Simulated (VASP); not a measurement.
Here is a VASP 6.6.1 calculation.

The input INCAR:

```
SYSTEM = Si3N
ALGO     = Normal         ! electronic algorithm
DIPOL    = 0.5 0.5 0.502
EDIFF    = 1E-6           ! SCF threshold, eV
ENCUT    = 520            ! plane-wave cutoff, eV
GGA      = PS             ! functional
IDIPOL   = 3            
ISIF     = 2              ! what is computed and relaxed
ISMEAR   = 0              ! smearing method
LASPH    = .True.         ! aspherical terms in the spheres
LCHARG   = .True.         ! write CHGCAR
LDIPOL   = .True.       
LELF     = .True.         ! ELF
LREAL    = .False.        ! projectors in reciprocal space
LVACPOTAV= .True.       
LVHAR    = .True.       
LWAVE    = .False.        ! write WAVECAR
NBANDS   = 27             ! bands
NELM     = 60             ! most SCF steps
PREC     = Accurate       ! precision mode
SIGMA    = 0.05           ! smearing width, eV
```

File KPOINTS:

```
k-points
0
Gamma
  8 8 1
  0 0 0
```

File POSCAR:

```
Si3N
1.0
    3.8417168278      0.0000000000      0.0000000000
    0.0000000000      3.8417168278      0.0000000000
    0.0000000000      0.0000000000     26.8912600509
Si N
6 2
Direct
    0.0000000000      0.5000000000      0.3160878287
    0.0000000000      0.0000000000      0.3665968791
    0.5000000000      0.0000000000      0.4171059295
    0.5000000000      0.5000000000      0.4673395889
    0.0000000000      0.5000000000      0.5179784263
    0.0000000000      0.0000000000      0.5673638410
    0.5000000000      0.5000000000      0.6623805966
    0.5000000000      0.5000000000      0.7033345184
```

Potentials or basis: VASP PAW PBE potentials, release 64 (Si, N).

Launch:

```bash
$ cat potpaw_PBE.64/Si/POTCAR potpaw_PBE.64/N/POTCAR > POTCAR
$ mpirun -np 1 vasp_std > vasp.out
```

Q: Predict the band gap on the k mesh.

A: Zero (bands 17 and 18 overlap by 1.14 eV).

Q: Estimate the largest force.

A: 1.845 eV/Å.

Forces in eV/Å, atoms in the order of the input:
```
Si   0.000  0.000  0.145
Si   0.000  0.000 -0.137
Si   0.000  0.000 -0.018
Si   0.000  0.000  0.004
Si   0.000  0.000 -0.004
Si   0.000  0.000  0.008
N    0.000  0.000 -1.844
N    0.000  0.000  1.845
```

Caveat: the standard files for N, O and F lose accuracy on very short bonds; the PAW data sets were made with another functional, which shifts forces and pressure a little.
